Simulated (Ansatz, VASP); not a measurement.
**One calculation of Hf2ZrC3, two programs**

```
Zr Hf C
1.0
     4.41495    0.00000    0.00000
    -2.20748    3.82346    0.00000
     0.00000    0.00000    6.13587
Zr Hf C
1 2 3
Direct
  0.33333 0.66667 0.50000
  0.00000 0.00000 0.00000
  0.00000 0.00000 0.50000
  0.33333 0.66667 0.80418
  0.33333 0.66667 0.19582
  0.66667 0.33333 0.50000
```

Alike in both runs: task single point; functional PBE; k mesh 6 × 6 × 4; occupations gaussian, width 0.1 eV; no spin polarisation.

|  | VASP | Ansatz |
| --- | --- | --- |
| version | VASP 6.6.1 | Ansatz 0.2.0 |
| potentials or method | VASP PAW PBE potentials, release 64 (Zr_sv, Hf_pv, C), cutoff 520 eV | scalar-relativistic, plane waves, PAW |
| valence electrons in the cell | 44 | 76 |

Ansatz gave:

| Quantity | Value |
| --- | --- |
| gap on the k mesh at the Fermi level (eV) | none |
| pressure (GPa) | -0.7 |
| traceless stress, the component that is largest in VASP (GPa) | 19.73 |
| rms of the force components (eV/Å) | 2.360 |

Problem. What did VASP give for the same quantities?

Solution. gap on the k mesh at the Fermi level (eV): none; pressure (GPa): -1.1; traceless stress, the component that is largest in VASP (GPa): 19.95; rms of the force components (eV/Å): 2.374.

Atom by atom the forces differ by 0.013 eV/Å (rms over components). A gap of «none» marks a metal or a gap that the smearing closes. VASP's potentials hold 44 valence electrons a cell and Ansatz's 76, so a difference there can come from the potentials and not from the codes.

Spin-orbit coupling is off throughout.
